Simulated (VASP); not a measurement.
MgO: single point with PBE

The system is MgO.

```
CELL_PARAMETERS angstrom
3.47645 0.00000 0.00000
-1.73822 3.01069 0.00000
0.00000 0.00000 10.48601
ATOMIC_POSITIONS crystal
Mg 0.33333 0.66667 0.96949
Mg 0.00000 0.00000 0.22082
Mg 0.00000 0.00000 0.72082
Mg 0.66667 0.33333 0.46949
O 0.33333 0.66667 0.78004
O 0.00000 0.00000 0.52964
O 0.00000 0.00000 0.02964
O 0.66667 0.33333 0.28004
```

This cell differs from its parent crystal: volume 13.719 Å^3 an atom, c/a of the conventional cell 3.0163.

* Program: VASP 6.6.1
* Task: single point
* Functional: PBE
* Potentials or basis: VASP PAW PBE potentials, release 64 (Mg, O)
* Cutoff: 520 eV
* k mesh: 9 × 9 × 4
* Occupations: gaussian, width 0.05 eV
* Spin: no spin polarisation

- Pressure: -10.4 GPa
- Largest force: 0.350 eV/Å
- Band gap on the k mesh: 2.75 eV, direct

Forces on the atoms (eV/Å):
```
Mg   0.000  0.000  0.277
Mg   0.000  0.000  0.350
Mg   0.000  0.000  0.350
Mg   0.000  0.000  0.277
O    0.000  0.000 -0.305
O    0.000  0.000 -0.321
O    0.000  0.000 -0.321
O    0.000  0.000 -0.305
```

Stress tensor (GPa, compression positive):
```
-13.74   0.00   0.00
  0.00 -13.74   0.00
  0.00   0.00  -3.76
```

Levels at points of the mesh, in eV from the valence-band top:
| k point | band 13 | band 14 | band 15 | band 16 | band 17 | band 18 | band 19 | band 20 |
| --- | --- | --- | --- | --- | --- | --- | --- | --- |
| (0.00, 0.00, 0.00) | -0.35 | -0.22 | -0.22 | 0.00 | 2.75 | 4.98 | 5.13 | 7.50 |
| (0.00, 0.00, 0.50) | -0.26 | -0.26 | -0.26 | -0.26 | 3.57 | 3.57 | 6.53 | 6.53 |

Wall time 2.5 min on 1 thread of AMD EPYC 7R43 64-Core Processor (Zen 3), with other jobs on the host, peak memory 0.24 GiB.

 A k mesh can miss the band edges.
